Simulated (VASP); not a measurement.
# Pt (Fm-3m) in VASP: a series of runs

Runs on Pt. Level: PBE. Tasks: single point.

Everything below comes from runs of VASP 6.6.1. Logs are shortened: lines on timing, memory, paths and dates and some standing lists are left out, and cuts for length are marked.

### 1 The cell of the first run

Symmetry: Fm-3m, No. 225, cubic system. The conventional cell has a = 3.922 Å, b = 3.922 Å, c = 3.922 Å, α = 90.00°, β = 90.00°, γ = 90.00°. Within 3.7 Å of Pt (site symmetry m-3m) lie 12 Pt at 2.77 Å.

### 2 Single point, PBE

The input, INCAR:

```
SYSTEM = Pt
PREC = Accurate
ENCUT = 500
EDIFF = 1E-6
ISMEAR = -1
SIGMA = 0.05
LREAL = .FALSE.
LASPH = .TRUE.
NELM = 120
ALGO = Normal
ISIF = 2
LWAVE = .FALSE.
LCHARG = .FALSE.
GGA = PE
NBANDS = 11
GGA_COMPAT = .FALSE.
```

The input, KPOINTS:

```
Automatic mesh
0
G
  13 13 13
  0 0 0
```

The input, POSCAR:

```
Pt
1.0
    0.0000000000      1.9609000000      1.9609000000
    1.9609000000      0.0000000000      1.9609000000
    1.9609000000      1.9609000000      0.0000000000
Pt
1
Direct
    0.0000000000      0.0000000000      0.0000000000
```

Potentials or basis: VASP PAW PBE potentials, release 64 (Pt).

On the command line:

```bash
> cat potpaw_PBE.64/Pt/POTCAR > POTCAR
> mpirun -np 1 vasp_std > vasp.out
```

OUTCAR:

```text
SYSTEM = Pt
   PREC = Accurate
   ENCUT = 500
   EDIFF = 1E-6
   ISMEAR = -1
   LREAL = .FALSE.
   LASPH = .TRUE.
   NELM = 120
   ISIF = 2
   GGA = PE

 ion  position               nearest neighbor table
   1  0.000  0.000  0.000-

  LATTYP: Found a face centered cubic cell.
 ALAT       =     3.9218000000

  Lattice vectors:

 A1 = (   0.0000000000,   1.9609000000,   1.9609000000)
 A2 = (   1.9609000000,   0.0000000000,   1.9609000000)
 A3 = (   1.9609000000,   1.9609000000,   0.0000000000)

Analysis of symmetry for initial positions (statically):
=====================================================================
 Subroutine PRICEL returns:
 Original cell was already a primitive cell.

 Routine SETGRP: Setting up the symmetry group for a
 face centered cubic supercell.

 Subroutine GETGRP returns: Found 48 space group operations
 (whereof 48 operations were pure point group operations)
 out of a pool of 48 trial point group operations.

The static configuration has the point symmetry O_h .

Analysis of symmetry for dynamics (positions and initial velocities):
=====================================================================
 Subroutine PRICEL returns:
 Original cell was already a primitive cell.

 Routine SETGRP: Setting up the symmetry group for a
 face centered cubic supercell.

 Subroutine GETGRP returns: Found 48 space group operations
 (whereof 48 operations were pure point group operations)
 out of a pool of 48 trial point group operations.

The dynamic configuration has the point symmetry O_h .

 Subroutine INISYM returns: Found 48 space group operations
 (whereof 48 operations are pure point group operations),
 and found     1 'primitive' translations

----------------------------------------------------------------------------------------

                                     Primitive cell

  volume of cell :      15.0798

  direct lattice vectors                    reciprocal lattice vectors
     0.000000000  1.960900000  1.960900000    -0.254984956  0.254984956  0.254984956
     1.960900000  0.000000000  1.960900000     0.254984956 -0.254984956  0.254984956
     1.960900000  1.960900000  0.000000000     0.254984956  0.254984956 -0.254984956

  length of vectors
     2.773131374  2.773131374  2.773131374     0.441646899  0.441646899  0.441646899

  position of ions in fractional coordinates (direct lattice)
     0.000000000  0.000000000  0.000000000

  ion indices of the primitive-cell ions
[... 79 lines left out ...]
   NFREE  =      0    steps in history (QN), initial steepest desc. (CG)
   ISIF   =      2    stress and relaxation
   ISYM   =      2    0-nonsym 1-usesym 2-fastsym
   POTIM  = 0.5000    time-step for ionic-motion
   TEBEG  =    0.0;   TEEND  =   0.0 temperature during run
   PSTRESS=    0.0 pullay stress
   NELECT =      10.0000    total number of electrons
   NUPDOWN=      -1.0000    fix difference up-down
   EMIN   =  10.00;   EMAX   =-10.00  energy-range for DOS
   EFERMI =   0.00;   METHOD = LEGACY
   ISMEAR =    -1;   SIGMA  =   0.05  broadening in eV -4-tet -1-fermi 0-gaus
   EFERMI_NEDOS =   21; number of points for ismear=-14 and -15
   IALGO  =     38    algorithm
   IMIX   =      4    mixing-type and parameters
     AMIX     =   0.40;   BMIX     =  1.00
     AMIX_MAG =   1.60;   BMIX_MAG =  1.00
  volume/ion in A,a.u.               =      15.08       101.76
  Fermi-wavevector in a.u.,A,eV,Ry     =   1.427609  2.697791 27.729605  2.038068
  Thomas-Fermi vector in A             =   2.547760
   LORBIT       =      0    0 simple, 1 ext, 2 COOP (PROOUT), +10 PAW based schemes
   GGA     = PE    functional components
   LHFCALC =     F    Hartree Fock is set to
   AEXX    =    0.0000 exact exchange contribution
   IVDW    =     0    specifies the selected vdW correction
   LEPSILON=     F    determine dielectric tensor
   LRPA    =     F    only Hartree local field effects (RPA)
 non-spin polarized calculation
  energy-cutoff  :      500.00
  volume of cell :       15.08
 maximum number of plane-waves:       388
   NGX = 11   NGY = 11   NGZ = 11

 number of electron      10.0000001 magnetization

 Free energy of the ion-electron system (eV)
  ---------------------------------------------------
  ext. energy  EPLUGINS =         0.00000000
  ---------------------------------------------------
  free energy    TOTEN  =        -6.08257562 eV

  energy without entropy =       -6.06450390  energy(sigma->0) =       -6.07353976

 E-fermi :  11.2554     XC(G=0): -13.4930

 val. band max:       11.2405775832   @ k =   0.4615   0.0000   0.0000
 cond. band min:      11.2583804628   @ k =  -0.4615   0.3077   0.0769
 fundamental gap:      0.0178028797
 Fermi energy:        11.2554027823

 k-point     1 :       0.0000    0.0000    0.0000
  band No.  band energies     occupation
      1       1.0492      2.00000
      2       7.4710      2.00000
      3       7.4710      2.00000
      4       7.4710      2.00000
      5       9.6250      2.00000
      6       9.6250      2.00000
      7      25.9073      0.00000
      8      30.8737      0.00000
      9      30.8737      0.00000
     10      30.8737      0.00000
     11      36.2206      0.00000
[... 309 lines left out ...]
 k-point    24 :       0.4615    0.1538    0.0000
  band No.  band energies     occupation
      1       4.5894      2.00000
      2       6.9417      2.00000
      3       7.8442      2.00000
      4       8.1437      2.00000
      5      11.3525      0.25083
      6      12.7300      0.00000
      7      18.8465      0.00000
      8      26.7160      0.00000
      9      28.7950      0.00000
     10      29.7882      0.00000
     11      38.2723      0.00000

 [... further k-points ...]

------------------------ aborting loop because EDIFF is reached ----------------------------------------

  FORCE on cell =-STRESS in cart. coord.  units (eV):
  Direction    XX          YY          ZZ          XY          YZ          ZX
  --------------------------------------------------------------------------------------
  -------------------------------------------------------------------------------------
  Total        0.8966251      0.8966251      0.8966251      0.0000000      0.0000000      0.0000000
  in kB       95.2631984     95.2631984     95.2631984      0.0000000      0.0000000      0.0000000
  external PRESSURE =      95.2631984 kB  Pullay stress =       0.0000000 kB

 VOLUME and BASIS-vectors are now :
 -----------------------------------------------------------------------------
  energy-cutoff  :      500.00
  volume of cell :       15.08
      direct lattice vectors                 reciprocal lattice vectors
     0.000000000  1.960900000  1.960900000    -0.254984956  0.254984956  0.254984956
     1.960900000  0.000000000  1.960900000     0.254984956 -0.254984956  0.254984956
     1.960900000  1.960900000  0.000000000     0.254984956  0.254984956 -0.254984956

 POSITION                                       TOTAL-FORCE (eV/Angst)
 -----------------------------------------------------------------------------------
      0.00000      0.00000      0.00000         0.000000      0.000000      0.000000
 -----------------------------------------------------------------------------------
    total drift:                                0.000000      0.000000      0.000000

  FREE ENERGIE OF THE ION-ELECTRON SYSTEM (eV)
  ---------------------------------------------------
  free  energy   TOTEN  =        -6.0825756207 eV

  energy  without entropy=       -6.0645039029  energy(sigma->0) =       -6.07353976
```

OSZICAR:

```text
N       E                     dE             d eps       ncg     rms          rms(c)
DAV:   1     0.396634265595E+02    0.39663E+02   -0.52395E+03  1896   0.818E+02
DAV:   2    -0.587361328905E+01   -0.45537E+02   -0.43625E+02  2108   0.175E+02
DAV:   3    -0.646198089078E+01   -0.58837E+00   -0.58059E+00  2151   0.192E+01
DAV:   4    -0.646433344754E+01   -0.23526E-02   -0.23522E-02  2145   0.142E+00
DAV:   5    -0.646435250612E+01   -0.19059E-04   -0.19060E-04  2174   0.120E-01    0.129E+01
DAV:   6    -0.612649876068E+01    0.33785E+00   -0.74962E-01  1986   0.695E+00    0.684E+00
DAV:   7    -0.608616762737E+01    0.40331E-01   -0.14935E-01  2142   0.303E+00    0.251E+00
DAV:   8    -0.608281388333E+01    0.33537E-02   -0.68247E-03  2022   0.714E-01    0.601E-01
DAV:   9    -0.608257251511E+01    0.24137E-03   -0.21286E-04  2055   0.128E-01    0.473E-02
DAV:  10    -0.608257576372E+01   -0.32486E-05   -0.51128E-06  2351   0.171E-02    0.551E-03
DAV:  11    -0.608257562066E+01    0.14306E-06   -0.31202E-08  1149   0.171E-03
   1 F= -.60825756E+01 E0= -.60735398E+01  d E =-.180717E-01
```

Run time: 17 s. Hardware: 1 thread of Intel Xeon 8259CL, shared host; peak memory 0.13 GiB.

Results:

| Property | Result |
| --- | --- |
| Free energy | -6.0826 eV |
| Pressure | 9.5 GPa |
| Band gap on the k mesh | zero (bands 5 and 6 overlap by 2.17 eV) |

Caveat: the cell stands under pressure; spin-orbit coupling is left out, which moves the levels of the heavy elements.

### 3 Single point, PBE

This run uses another cell than the first one, of 15.38 Å³/atom.

The input, INCAR:

```
ALGO = Normal ; EDIFF = 1E-6
ENCUT = 500 ; GGA = PE
GGA_COMPAT = False ; ISIF = 2
ISMEAR = -1 ; LASPH = True
LCHARG = True ; LELF = True
LREAL = False ; LVHAR = True
LWAVE = False ; NBANDS = 11
NELM = 120 ; PREC = Accurate
SIGMA = 0.05
```

The input, KPOINTS:

```
k-points
0
Gamma
  13 13 13
```

The input, POSCAR:

```
Pt
1.0
    0.0000000000      1.9738864712      1.9738864712
    1.9738864712      0.0000000000      1.9738864712
    1.9738864712      1.9738864712      0.0000000000
Pt
1
Direct
    0.0000000000      0.0000000000      0.0000000000
```

Potentials or basis: VASP PAW PBE potentials, release 64 (Pt).

On the command line:

```bash
> cat potpaw_PBE.64/Pt/POTCAR > POTCAR
> mpirun -np 1 vasp_std > vasp.out
```

OUTCAR:

```text
EDIFF = 1E-6
   ENCUT = 500
   GGA = PE
   ISIF = 2
   ISMEAR = -1
   LASPH = True
   LREAL = False
   NELM = 120
   PREC = Accurate

 ion  position               nearest neighbor table
   1  0.000  0.000  0.000-

  LATTYP: Found a face centered cubic cell.
 ALAT       =     3.9477729424

  Lattice vectors:

 A1 = (   0.0000000000,   1.9738864712,   1.9738864712)
 A2 = (   1.9738864712,   0.0000000000,   1.9738864712)
 A3 = (   1.9738864712,   1.9738864712,   0.0000000000)

Analysis of symmetry for initial positions (statically):
=====================================================================
 Subroutine PRICEL returns:
 Original cell was already a primitive cell.

 Routine SETGRP: Setting up the symmetry group for a
 face centered cubic supercell.

 Subroutine GETGRP returns: Found 48 space group operations
 (whereof 48 operations were pure point group operations)
 out of a pool of 48 trial point group operations.

The static configuration has the point symmetry O_h .

Analysis of symmetry for dynamics (positions and initial velocities):
=====================================================================
 Subroutine PRICEL returns:
 Original cell was already a primitive cell.

 Routine SETGRP: Setting up the symmetry group for a
 face centered cubic supercell.

 Subroutine GETGRP returns: Found 48 space group operations
 (whereof 48 operations were pure point group operations)
 out of a pool of 48 trial point group operations.

The dynamic configuration has the point symmetry O_h .

 Subroutine INISYM returns: Found 48 space group operations
 (whereof 48 operations are pure point group operations),
 and found     1 'primitive' translations

----------------------------------------------------------------------------------------

                                     Primitive cell

  volume of cell :      15.3814

  direct lattice vectors                    reciprocal lattice vectors
[... 110 lines left out ...]
   GGA     = PE    functional components
   LHFCALC =     F    Hartree Fock is set to
   AEXX    =    0.0000 exact exchange contribution
   IVDW    =     0    specifies the selected vdW correction
   LEPSILON=     F    determine dielectric tensor
   LRPA    =     F    only Hartree local field effects (RPA)
 non-spin polarized calculation
  energy-cutoff  :      500.00
  volume of cell :       15.38
 maximum number of plane-waves:       399
   NGX = 11   NGY = 11   NGZ = 11

 number of electron      10.0000002 magnetization

 Free energy of the ion-electron system (eV)
  ---------------------------------------------------
  ext. energy  EPLUGINS =         0.00000000
  ---------------------------------------------------
  free energy    TOTEN  =        -6.09532019 eV

  energy without entropy =       -6.07665256  energy(sigma->0) =       -6.08598637

 E-fermi :  10.8768     XC(G=0): -13.3742

 val. band max:       10.8604699368   @ k =   0.4615   0.0000   0.0000
 cond. band min:      10.8788130160   @ k =  -0.4615   0.3077   0.0769
 fundamental gap:      0.0183430792
 Fermi energy:        10.8768212484

 k-point     1 :       0.0000    0.0000    0.0000
  band No.  band energies     occupation
      1       0.8933      2.00000
      2       7.2138      2.00000
      3       7.2138      2.00000
      4       7.2138      2.00000
      5       9.2982      2.00000
      6       9.2982      2.00000
      7      25.5840      0.00000
      8      30.4383      0.00000
      9      30.4383      0.00000
     10      30.4383      0.00000
     11      35.7131      0.00000
[... 309 lines left out ...]
 k-point    24 :       0.4615    0.1538    0.0000
  band No.  band energies     occupation
      1       4.4012      2.00000
      2       6.7070      2.00000
      3       7.5787      2.00000
      4       7.8685      2.00000
      5      10.9681      0.27770
      6      12.3345      0.00000
      7      18.3391      0.00000
      8      26.3021      0.00000
      9      28.2516      0.00000
     10      29.2127      0.00000
     11      37.6943      0.00000

 [... further k-points ...]

------------------------ aborting loop because EDIFF is reached ----------------------------------------

  FORCE on cell =-STRESS in cart. coord.  units (eV):
  Direction    XX          YY          ZZ          XY          YZ          ZX
  --------------------------------------------------------------------------------------
  -------------------------------------------------------------------------------------
  Total        0.3726773      0.3726773      0.3726773      0.0000000      0.0000000      0.0000000
  in kB       38.8192401     38.8192401     38.8192401      0.0000000      0.0000000      0.0000000
  external PRESSURE =      38.8192401 kB  Pullay stress =       0.0000000 kB

 VOLUME and BASIS-vectors are now :
 -----------------------------------------------------------------------------
  energy-cutoff  :      500.00
  volume of cell :       15.38
      direct lattice vectors                 reciprocal lattice vectors
     0.000000000  1.973886471  1.973886471    -0.253307375  0.253307375  0.253307375
     1.973886471  0.000000000  1.973886471     0.253307375 -0.253307375  0.253307375
     1.973886471  1.973886471  0.000000000     0.253307375  0.253307375 -0.253307375

 POSITION                                       TOTAL-FORCE (eV/Angst)
 -----------------------------------------------------------------------------------
      0.00000      0.00000      0.00000         0.000000     -0.000000      0.000000
 -----------------------------------------------------------------------------------
    total drift:                                0.000000      0.000000      0.000000

  FREE ENERGIE OF THE ION-ELECTRON SYSTEM (eV)
  ---------------------------------------------------
  free  energy   TOTEN  =        -6.0953201917 eV

  energy  without entropy=       -6.0766525553  energy(sigma->0) =       -6.08598637
```

stdout:

```text
POSCAR found type information on POSCAR Pt
 POSCAR found :  1 types and       1 ions
 scaLAPACK will be used
 LDA part: xc-table for (Slater+PW92), standard interpolation
 POSCAR, INCAR and KPOINTS ok, starting setup
 FFT: planning ... GRIDC
 FFT: planning ... GRID_SOFT
 FFT: planning ... GRID
 WAVECAR not read
 entering main loop
```

Wall time 17 s (1 thread of Intel Xeon 8259CL, shared host); peak memory 0.13 GiB.

Results:

```
Free energy            : -6.0953 eV
Pressure               : 3.9 GPa
Band gap on the k mesh : zero (bands 5 and 6 overlap by 2.09 eV)
```

Levels at points of the mesh, in eV from the Fermi level:
```csv
k point,band 2,band 3,band 4,band 5,band 6,band 7,band 8,band 9
"(0.00, 0.00, 0.00)",-3.66,-3.66,-3.66,-1.58,-1.58,14.71,19.56,19.56
```

Caveat: the cell stands under pressure; spin-orbit coupling is left out, which moves the levels of the heavy elements.

### 4 Single point, PBE

This run uses another cell than the first one, of 15.68 Å³/atom.

The input, INCAR:

```
SYSTEM = Pt
  PREC = Accurate
  ENCUT = 500
  EDIFF = 1E-6
  ISMEAR = -1
  SIGMA = 0.05
  LREAL = .False.
  LASPH = .True.
  NELM = 120
  ALGO = Normal
  ISIF = 2
  LWAVE = .False.
  LCHARG = .False.
  GGA = PE
  NBANDS = 11
  GGA_COMPAT = .False.
```

The input, KPOINTS:

```
regular mesh
0
Gamma
  13 13 13
  0 0 0
```

The input, POSCAR:

```
Pt
1.0
    0.0000000000      1.9867042750      1.9867042750
    1.9867042750      0.0000000000      1.9867042750
    1.9867042750      1.9867042750      0.0000000000
Pt
1
Direct
    0.0000000000      0.0000000000      0.0000000000
```

On the command line:

```bash
> cat potpaw_PBE.64/Pt/POTCAR > POTCAR
> mpirun -np 1 vasp_std > vasp.out
```

Run time: 16 s. Hardware: 1 thread of Intel Xeon 8259CL, shared host; peak memory 0.13 GiB.

Results (log left out):

* Free energy: -6.0981 eV
* Pressure: -1.1 GPa
* Band gap on the k mesh: zero (bands 5 and 6 overlap by 2.02 eV)

Levels at points of the mesh, in eV from the Fermi level:
```csv
k point,band 3,band 4,band 5,band 6,band 7,band 8
"(0.00, 0.00, 0.00)",-3.55,-3.55,-1.53,-1.53,14.76,19.50
```

Caveat: spin-orbit coupling is left out, which moves the levels of the heavy elements.

### 5 Single point, PBE

This run uses another cell than the first one, of 15.98 Å³/atom.

The input, INCAR:

```
SYSTEM = Pt
PREC = Accurate
ENCUT = 500
EDIFF = 1E-6
ISMEAR = -1
SIGMA = 0.05
LREAL = .False.
LASPH = .True.
NELM = 120
ALGO = Normal
ISIF = 2
LWAVE = .False.
LCHARG = .False.
GGA = PE
NBANDS = 11
GGA_COMPAT = .False.
```

KPOINTS is that of step 4.

The input, POSCAR:

```
Pt
1.0
    0.0000000000      1.9993587835      1.9993587835
    1.9993587835      0.0000000000      1.9993587835
    1.9993587835      1.9993587835      0.0000000000
Pt
1
Direct
    0.0000000000      0.0000000000      0.0000000000
```

On the command line:

```bash
> cat potpaw_PBE.64/Pt/POTCAR > POTCAR
> mpirun -np 1 vasp_std > vasp.out
```

It took 20 s on 1 thread of Intel Xeon 8259CL, shared host; peak memory 0.15 GiB.

The run converged. Its results:

- Free energy: -6.0920 eV
- Pressure: -5.5 GPa
- Band gap on the k mesh: zero (bands 5 and 6 overlap by 1.96 eV)

Levels at points of the mesh, in eV from the Fermi level:
```tsv
k point	band 1	band 2	band 3	band 4	band 5	band 6	band 7	band 8	band 9	band 10
(0.00, 0.00, 0.00)	-9.56	-3.44	-3.44	-3.44	-1.48	-1.48	14.80	19.44	19.44	19.44
```

Caveat: the cell stands under tension; spin-orbit coupling is left out, which moves the levels of the heavy elements.

### 6 Summary

| cell | gap on the mesh (eV) | pressure (GPa) |
| --- | --- | --- |
| a = 2.773 Å, angles 60.0°, 1 atom | none | 9.5 |
| a = 2.791 Å, angles 60.0°, 1 atom | none | 3.9 |
| a = 2.810 Å, angles 60.0°, 1 atom | none | -1.1 |
| a = 2.828 Å, angles 60.0°, 1 atom | none | -5.5 |

Alike in all rows: task single point; level PBE; potentials or basis VASP PAW PBE potentials, release 64 (Pt); no spin polarisation; k mesh 13 × 13 × 13; cutoff (eV) 500; smearing fermi-dirac 0.05 eV.

Caveats: spin-orbit coupling is left out, which moves the levels of the heavy elements; the cell stands under pressure (at least some runs); the cell stands under tension (at least some runs).

Total energies depend on the potentials used, so only differences within one code and one set of settings carry meaning.
